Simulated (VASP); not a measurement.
# Ru (P6_3/mmc) in VASP: further runs

Runs on Ru. Level: PBEsol. Tasks: single point.

Everything below comes from runs of VASP 6.6.1. Logs are shortened: lines on timing, memory, paths and dates and some standing lists are left out, and cuts for length are marked.

## Step 1: The cell of the first run

It takes space group P6_3/mmc (No. 194, hexagonal). Conventional cell: a = 2.689 Å, b = 2.689 Å, c = 4.390 Å, α = 90.00°, β = 90.00°, γ = 120.00°. Ru (site symmetry -6m2) has 12 Ru at 2.69 Å within 3.5 Å.

## Step 2: Single point, PBEsol (volume 13.747 Å^3 an atom, c/a of the conventional cell 1.6325)

Contents of INCAR:

```
PREC = Accurate
ENCUT = 520
EDIFF = 1E-6
ISMEAR = 0
SIGMA = 0.15
LREAL = F
LASPH = T
NELM = 100
ALGO = Fast
ISIF = 2
LWAVE = F
LCHARG = F
GGA = PS
NBANDS = 21
```

Contents of KPOINTS:

```
Automatic mesh
0
Gamma
  21 21 12
```

Contents of POSCAR:

```
Ru
1.0
    2.6891686246      0.0000000000      0.0000000000
   -1.3445843123      2.3288883440      0.0000000000
    0.0000000000      0.0000000000      4.3900677797
Ru
2
Direct
    0.3333333333      0.6666666667      0.2500000000
    0.6666666667      0.3333333333      0.7500000000
```

Potentials or basis: VASP PAW PBE potentials, release 64 (Ru_pv).

The run is started by

```
cat potpaw_PBE.64/Ru_pv/POTCAR > POTCAR
mpirun -np 1 vasp_std > vasp.out
```

OUTCAR:

```text
PREC = Accurate
   ENCUT = 520
   EDIFF = 1E-6
   ISMEAR = 0
   LREAL = F
   LASPH = T
   NELM = 100
   ISIF = 2
   GGA = PS

 ion  position               nearest neighbor table
   1  0.333  0.667  0.250-   2 2.69   2 2.69   2 2.69   2 2.69   2 2.69   2 2.69
   2  0.667  0.333  0.750-   1 2.69   1 2.69   1 2.69   1 2.69   1 2.69   1 2.69

  LATTYP: Found a hexagonal cell.
 ALAT       =     2.6891686246
 C/A-ratio  =     1.6325000000

  Lattice vectors:

 A1 = (   2.6891686246,   0.0000000000,   0.0000000000)
 A2 = (  -1.3445843123,   2.3288883440,   0.0000000000)
 A3 = (   0.0000000000,   0.0000000000,   4.3900677797)

Analysis of symmetry for initial positions (statically):
=====================================================================
 Subroutine PRICEL returns:
 Original cell was already a primitive cell.

 Routine SETGRP: Setting up the symmetry group for a
 hexagonal supercell.

 Subroutine GETGRP returns: Found 24 space group operations
 (whereof 12 operations were pure point group operations)
 out of a pool of 24 trial point group operations.

The static configuration has the point symmetry D_3d.
 The point group associated with its full space group is D_6h.

Analysis of symmetry for dynamics (positions and initial velocities):
=====================================================================
 Subroutine PRICEL returns:
 Original cell was already a primitive cell.

 Routine SETGRP: Setting up the symmetry group for a
 hexagonal supercell.

 Subroutine GETGRP returns: Found 24 space group operations
 (whereof 12 operations were pure point group operations)
 out of a pool of 24 trial point group operations.

The dynamic configuration has the point symmetry D_3d.
 The point group associated with its full space group is D_6h.

 Subroutine INISYM returns: Found 24 space group operations
 (whereof 12 operations are pure point group operations),
 and found     1 'primitive' translations

----------------------------------------------------------------------------------------

                                     Primitive cell

  volume of cell :      27.4940

  direct lattice vectors                    reciprocal lattice vectors
     2.689168625  0.000000000  0.000000000     0.371862140  0.214694707  0.000000000
    -1.344584312  2.328888344  0.000000000     0.000000000  0.429389413  0.000000000
     0.000000000  0.000000000  4.390067780     0.000000000  0.000000000  0.227786916

  length of vectors
     2.689168625  2.689168625  4.390067780     0.429389413  0.429389413  0.227786916

  position of ions in fractional coordinates (direct lattice)
     0.333333333  0.666666667  0.250000000
     0.666666667  0.333333333  0.750000000

  ion indices of the primitive-cell ions
   primitive index   ion index
                 1           1
                 2           2

----------------------------------------------------------------------------------------

 KPOINTS: Automatic mesh

Automatic generation of k-mesh.
 Grid dimensions read from file:
 generate k-points for:   21   21   12

 Generating k-lattice:

  Cartesian coordinates                     Fractional coordinates (reciprocal lattice)
     0.017707721  0.010223557  0.000000000     0.047619048  0.000000000  0.000000000
     0.000000000  0.020447115  0.000000000     0.000000000  0.047619048  0.000000000
     0.000000000  0.000000000  0.018982243     0.000000000  0.000000000  0.083333333

  Length of vectors
     0.020447115  0.020447115  0.018982243

  Shift w.r.t. Gamma in fractional coordinates (k-lattice)
     0.000000000  0.000000000  0.000000000

 Subroutine IBZKPT returns following result:
 ===========================================

 Found    336 irreducible k-points:

 Following reciprocal coordinates:
            Coordinates               Weight
  0.000000  0.000000  0.000000      1.000000
  0.047619  0.000000  0.000000      6.000000
  0.095238 -0.000000  0.000000      6.000000
  0.142857  0.000000  0.000000      6.000000
  0.190476 -0.000000  0.000000      6.000000
  0.238095  0.000000  0.000000      6.000000
[... 16 lines left out ...]
  0.142857  0.095238  0.000000     12.000000
  0.190476  0.095238  0.000000     12.000000
 [... further k-points ...]
   k-points           NKPTS =    336   k-points in BZ     NKDIM =    336   number of bands    NBANDS=     21
   number of dos      NEDOS =    301   number of ions     NIONS =      2
   total plane-waves  NPLWV =  14400
   dimension x,y,z NGX =    20 NGY =   20 NGZ =   36
   dimension x,y,z NGXF=    40 NGYF=   40 NGZF=   72
   ions per type =               2
   NGX,Y,Z   is equivalent  to a cutoff of  12.36, 12.36, 13.63 a.u.
   NGXF,Y,Z  is equivalent  to a cutoff of  24.73, 24.73, 27.27 a.u.
 SYSTEM =  unknown system
   PREC   = accura    normal or accurate (medium, high low for compatibility)
   ISTART =      0    job   : 0-new  1-cont  2-samecut
   ICHARG =      2    charge: 1-file 2-atom 10-const
   ISPIN  =      1    spin polarized calculation?
   LNONCOLLINEAR =      F non collinear calculations
   LSORBIT =      F    spin-orbit coupling
   LASPH  =      T    aspherical Exc in radial PAW
   ENCUT  =  520.0 eV  38.22 Ry    6.18 a.u.   5.00  5.00  8.16*2*pi/ulx,y,z
   NELM   =    100;   NELMIN=  2; NELMDL= -5     # of ELM steps
   EDIFF  = 0.1E-05   stopping-criterion for ELM
   LREAL  =      F    real-space projection
   EDIFFG = 0.1E-04   stopping-criterion for IOM
   NSW    =      0    number of steps for IOM
   IBRION =     -1    ionic relax: 0-MD 1-quasi-New 2-CG
   NFREE  =      0    steps in history (QN), initial steepest desc. (CG)
   ISIF   =      2    stress and relaxation
   ISYM   =      2    0-nonsym 1-usesym 2-fastsym
   POTIM  = 0.5000    time-step for ionic-motion
   TEBEG  =    0.0;   TEEND  =   0.0 temperature during run
   PSTRESS=    0.0 pullay stress
   NELECT =      28.0000    total number of electrons
   NUPDOWN=      -1.0000    fix difference up-down
   EMIN   =  10.00;   EMAX   =-10.00  energy-range for DOS
   EFERMI =   0.00;   METHOD = LEGACY
   ISMEAR =     0;   SIGMA  =   0.15  broadening in eV -4-tet -1-fermi 0-gaus
   EFERMI_NEDOS =   21; number of points for ismear=-14 and -15
   IALGO  =     68    algorithm
   IMIX   =      4    mixing-type and parameters
     AMIX     =   0.40;   BMIX     =  1.00
     AMIX_MAG =   1.60;   BMIX_MAG =  1.00
  volume/ion in A,a.u.               =      13.75        92.77
  Fermi-wavevector in a.u.,A,eV,Ry     =   1.647081  3.112531 36.910901  2.712875
  Thomas-Fermi vector in A             =   2.736600
   LORBIT       =      0    0 simple, 1 ext, 2 COOP (PROOUT), +10 PAW based schemes
   GGA     = PS    functional components
   LHFCALC =     F    Hartree Fock is set to
   AEXX    =    0.0000 exact exchange contribution
   IVDW    =     0    specifies the selected vdW correction
   LEPSILON=     F    determine dielectric tensor
   LRPA    =     F    only Hartree local field effects (RPA)
 non-spin polarized calculation
 RMM-DIIS sequential band-by-band and
 Gauss-broadening in eV      SIGMA  =   0.15
  energy-cutoff  :      520.00
  volume of cell :       27.49
 maximum number of plane-waves:       766
 NGX is ok and might be reduce to    20
   NGX =  9   NGY =  9   NGZ = 17

 number of electron      28.0000003 magnetization

 Free energy of the ion-electron system (eV)
  ---------------------------------------------------
  ext. energy  EPLUGINS =         0.00000000
  ---------------------------------------------------
  free energy    TOTEN  =       -20.29223417 eV

  energy without entropy =      -20.27306571  energy(sigma->0) =      -20.28264994

 E-fermi :  12.4797     XC(G=0): -14.2046

 val. band max:       12.4781757709   @ k =   0.3810   0.0952   0.4167
 cond. band min:      12.4891196789   @ k =   0.1905   0.0952   0.0833
 fundamental gap:      0.0109439080
 Fermi energy:        12.4796762910

 k-point     1 :       0.0000    0.0000    0.0000
  band No.  band energies     occupation
      1     -31.0366      2.00000
      2     -30.1392      2.00000
      3     -30.1392      2.00000
      4     -30.0069      2.00000
      5     -30.0001      2.00000
      6     -30.0001      2.00000
[... 13 lines left out ...]
     20      22.7688      0.00000
     21      22.7862      0.00000

 k-point     2 :       0.0476    0.0000    0.0000
  band No.  band energies     occupation
      1     -31.0292      2.00000
      2     -30.1570      2.00000
      3     -30.1449      2.00000
      4     -30.0185      2.00000
      5     -30.0097      2.00000
      6     -30.0028      2.00000
[... 13 lines left out ...]
     20      22.7689      0.00000
     21      22.7864      0.00000

 k-point     3 :       0.0952   -0.0000    0.0000
  band No.  band energies     occupation
      1     -31.0073      2.00000
      2     -30.2087      2.00000
      3     -30.1611      2.00000
      4     -30.0718      2.00000
      5     -30.0181      2.00000
      6     -30.0110      2.00000
[... 13 lines left out ...]
     20      22.7687      0.00000
     21      22.7845      0.00000

 k-point     4 :       0.1429    0.0000    0.0000
  band No.  band energies     occupation
      1     -30.9718      2.00000
      2     -30.2898      2.00000
      3     -30.1862      2.00000
      4     -30.1542      2.00000
      5     -30.0324      2.00000
      6     -30.0241      2.00000
[... 13 lines left out ...]
     20      22.7687      0.00000
     21      22.7827      0.00000

 k-point     5 :       0.1905   -0.0000    0.0000
  band No.  band energies     occupation
      1     -30.9246      2.00000
      2     -30.3930      2.00000
      3     -30.2572      2.00000
      4     -30.2173      2.00000
      5     -30.0526      2.00000
      6     -30.0414      2.00000
[... 13 lines left out ...]
     20      22.7685      0.00000
     21      22.7806      0.00000

 k-point     6 :       0.2381    0.0000    0.0000
  band No.  band energies     occupation
      1     -30.8678      2.00000
      2     -30.5089      2.00000
      3     -30.3708      2.00000
      4     -30.2516      2.00000
      5     -30.0788      2.00000
      6     -30.0614      2.00000
[... 13 lines left out ...]
     20      22.7684      0.00000
     21      22.7784      0.00000

 k-point     7 :       0.2857    0.0000    0.0000
  band No.  band energies     occupation
      1     -30.8045      2.00000
      2     -30.6272      2.00000
      3     -30.4845      2.00000
      4     -30.2860      2.00000
      5     -30.1108      2.00000
      6     -30.0823      2.00000
[... 13 lines left out ...]
     20      22.7713      0.00000
     21      25.5745      0.00000
[... 291 lines left out ...]
      1     -30.9116      2.00000
      2     -30.7511      2.00000
      3     -30.5963      2.00000
      4     -30.3781      2.00000
      5     -30.2401      2.00000
      6     -30.1471      2.00000
[... 13 lines left out ...]
     20      23.7557      0.00000
     21      25.6176      0.00000

 k-point    21 :       0.4762    0.0476    0.0000
  band No.  band energies     occupation
      1     -30.9288      2.00000
      2     -30.7665      2.00000
      3     -30.5786      2.00000
      4     -30.3834      2.00000
      5     -30.2532      2.00000
      6     -30.1505      2.00000
[... 13 lines left out ...]
     20      24.0222      0.00000
     21      25.4049      0.00000

 k-point    22 :       0.0952    0.0952    0.0000
  band No.  band energies     occupation
      1     -30.9512      2.00000
      2     -30.3207      2.00000
      3     -30.2503      2.00000
      4     -30.1542      2.00000
      5     -30.0427      2.00000
      6     -30.0410      2.00000
[... 13 lines left out ...]
     20      22.7686      0.00000
     21      22.7818      0.00000

 k-point    23 :       0.1429    0.0952    0.0000
  band No.  band energies     occupation
      1     -30.9050      2.00000
      2     -30.4085      2.00000
      3     -30.3364      2.00000
      4     -30.1983      2.00000
      5     -30.0674      2.00000
      6     -30.0614      2.00000
[... 13 lines left out ...]
     20      22.7685      0.00000
     21      22.7801      0.00000

 k-point    24 :       0.1905    0.0952    0.0000
  band No.  band energies     occupation
      1     -30.8494      2.00000
      2     -30.5132      2.00000
      3     -30.4286      2.00000
      4     -30.2463      2.00000
      5     -30.0933      2.00000
      6     -30.0878      2.00000
[... 13 lines left out ...]
     20      22.7684      0.00000
     21      22.7784      0.00000

 [... further k-points ...]

------------------------ aborting loop because EDIFF is reached ----------------------------------------

  FORCE on cell =-STRESS in cart. coord.  units (eV):
  Direction    XX          YY          ZZ          XY          YZ          ZX
  --------------------------------------------------------------------------------------
  -------------------------------------------------------------------------------------
  Total       -0.8674698     -0.8674698     -3.5023028     -0.0000000      0.0000000     -0.0000000
  in kB      -50.5506830    -50.5506830   -204.0921682     -0.0000000      0.0000000     -0.0000000
  external PRESSURE =    -101.7311780 kB  Pullay stress =       0.0000000 kB

 VOLUME and BASIS-vectors are now :
 -----------------------------------------------------------------------------
  energy-cutoff  :      520.00
  volume of cell :       27.49
      direct lattice vectors                 reciprocal lattice vectors
     2.689168625  0.000000000  0.000000000     0.371862140  0.214694707  0.000000000
    -1.344584312  2.328888344  0.000000000     0.000000000  0.429389413  0.000000000
     0.000000000  0.000000000  4.390067780     0.000000000  0.000000000  0.227786916

 POSITION                                       TOTAL-FORCE (eV/Angst)
 -----------------------------------------------------------------------------------
     -0.00000      1.55259      1.09752        -0.000000     -0.000000      0.000000
      1.34458      0.77630      3.29255         0.000000      0.000000      0.000000
 -----------------------------------------------------------------------------------
    total drift:                               -0.000000      0.000000     -0.000000

  FREE ENERGIE OF THE ION-ELECTRON SYSTEM (eV)
  ---------------------------------------------------
  free  energy   TOTEN  =       -20.2922341727 eV

  energy  without entropy=      -20.2730657149  energy(sigma->0) =      -20.28264994
```

Run time: 1.9 min. Hardware: 1 thread of Intel Xeon Platinum 8375C at 2.90GHz (Ice Lake), shared host; peak memory 0.26 GiB.

What came out:

* Free energy: -20.2922 eV
* Pressure: -10.2 GPa
* Band gap on the k mesh: zero (band 14 reaches 14.07 eV, above the bottom of band 15 at 11.02 eV)

Stress tensor (GPa, compression positive):
```
 -5.06   0.00   0.00
  0.00  -5.06   0.00
  0.00   0.00 -20.41
```

Caveat: the PAW data sets were made with another functional, which shifts forces and pressure a little.

## Step 3: Single point, PBEsol (volume 13.747 Å^3 an atom, c/a of the conventional cell 1.4828)

Contents of INCAR:

```
  PREC = Accurate
  ENCUT = 520
  EDIFF = 1E-6
  ISMEAR = 0
  SIGMA = 0.15
  LREAL = False
  LASPH = True
  NELM = 100
  ALGO = Fast
  ISIF = 2
  LWAVE = False
  LCHARG = False
  GGA = PS
  NBANDS = 21
```

KPOINTS is that of step 2.

Contents of POSCAR:

```
Ru
1.0
    2.7767806423      0.0000000000      0.0000000000
   -1.3883903211      2.4047625770      0.0000000000
    0.0000000000      0.0000000000      4.1174103365
Ru
2
Direct
    0.3333333333      0.6666666667      0.2500000000
    0.6666666667      0.3333333333      0.7500000000
```

Potentials or basis: VASP PAW PBE potentials, release 64 (Ru_pv).

The run is started by

```
cat potpaw_PBE.64/Ru_pv/POTCAR > POTCAR
mpirun -np 1 vasp_std > vasp.out
```

Run time: 1.7 min. Hardware: 1 thread of Intel Xeon Platinum 8375C at 2.90GHz (Ice Lake), shared host; peak memory 0.27 GiB.

It converged, with:

```
Free energy            : -20.2326 eV
Pressure               : -8.0 GPa
Band gap on the k mesh : zero (band 14 reaches 13.77 eV, above the bottom of band 15 at 10.69 eV)
```

Stress tensor (GPa, compression positive):
```
-16.52   0.00   0.00
  0.00 -16.52   0.00
  0.00   0.00   9.09
```

Levels at points of the mesh, in eV from the Fermi level:
| k point | band 10 | band 11 | band 12 | band 13 | band 14 | band 15 | band 16 | band 17 | band 18 | band 19 |
| --- | --- | --- | --- | --- | --- | --- | --- | --- | --- | --- |
| (0.00, 0.00, 0.00) | -2.66 | -1.87 | -1.87 | -1.83 | -1.83 | -1.80 | 1.15 | 1.15 | 1.98 | 10.26 |
| (0.00, 0.00, 0.50) | -3.00 | -3.00 | -3.00 | -2.37 | -2.37 | 0.61 | 0.61 | 0.61 | 0.61 | 10.28 |

Caveat: the PAW data sets were made with another functional, which shifts forces and pressure a little.

## Step 4: Single point, PBEsol (volume 13.321 Å^3 an atom, c/a of the conventional cell 1.6589)

Contents of INCAR:

```
SYSTEM = Ru
ALGO = Fast ; EDIFF = 1E-7
ENCUT = 520 ; GGA = PS
ISIF = 2 ; ISMEAR = 0
LASPH = .True. ; LCHARG = .False.
LREAL = .False. ; LWAVE = .False.
NBANDS = 21 ; NELM = 60
PREC = Accurate ; SIGMA = 0.15
```

Contents of KPOINTS:

```
k-points
0
Gamma
  21 21 12
  0 0 0
```

Contents of POSCAR:

```
Ru
1.0
    2.6469040703      0.0000000000      0.0000000000
   -1.3234520351      2.2922861663      0.0000000000
    0.0000000000      0.0000000000      4.3909491622
Ru
2
Direct
    0.3333333333      0.6666666667      0.2500000000
    0.6666666667      0.3333333333      0.7500000000
```

The run is started by

```
cat potpaw_PBE.64/Ru_pv/POTCAR > POTCAR
mpirun -np 1 vasp_std > vasp.out
```

Wall time 2.5 min (1 thread of AMD EPYC 7R13 (Zen 3), shared host); peak memory 0.23 GiB.

The run converged. Its results:

```yaml
Free_energy: -20.2835 eV
Pressure: 0.2 GPa
Band_gap_on_the_k_mesh: zero (band 14 reaches 14.81 eV, above the bottom of band 15 at 11.51 eV)
```

Stress tensor (GPa, compression positive):
```
  8.36   0.00   0.00
  0.00   8.36   0.00
  0.00   0.00 -16.03
```

Levels at points of the mesh, in eV from the Fermi level:
| k point | band 10 | band 11 | band 12 | band 13 | band 14 | band 15 | band 16 | band 17 | band 18 | band 19 |
| --- | --- | --- | --- | --- | --- | --- | --- | --- | --- | --- |
| (0.00, 0.00, 0.00) | -2.65 | -2.65 | -2.05 | -2.05 | -1.06 | -1.06 | 0.72 | 1.24 | 1.24 | 9.82 |
| (0.00, 0.00, 0.50) | -3.07 | -2.71 | -2.71 | -2.71 | -2.71 | 0.56 | 0.56 | 0.56 | 0.56 | 10.26 |

Caveat: the PAW data sets were made with another functional, which shifts forces and pressure a little.

## Step 5: Summary

```csv
cell,further INCAR settings,gap on the mesh (eV),pressure (GPa)
"a = 2.689, b = 2.689, c = 4.390 Å, angles 90.0, 90.0, 120.0°, 2 atoms",ALGO = Fast; EDIFF = 1e-06; NBANDS = 21,none,-10.2
"a = 2.777, b = 2.777, c = 4.117 Å, angles 90.0, 90.0, 120.0°, 2 atoms",ALGO = Fast; EDIFF = 1e-06; NBANDS = 21,none,-8.0
"a = 2.647, b = 2.647, c = 4.391 Å, angles 90.0, 90.0, 120.0°, 2 atoms",ALGO = Fast; EDIFF = 1e-07; NBANDS = 21,none,0.2
```

Alike in all rows: task single point; level PBEsol; potentials or basis VASP PAW PBE potentials, release 64 (Ru_pv); no spin polarisation; k mesh 21 × 21 × 12; cutoff (eV) 520; smearing gaussian 0.15 eV.

Caveats: the PAW data sets were made with another functional, which shifts forces and pressure a little.

Absolute energies hang on the potentials; compare differences alone.
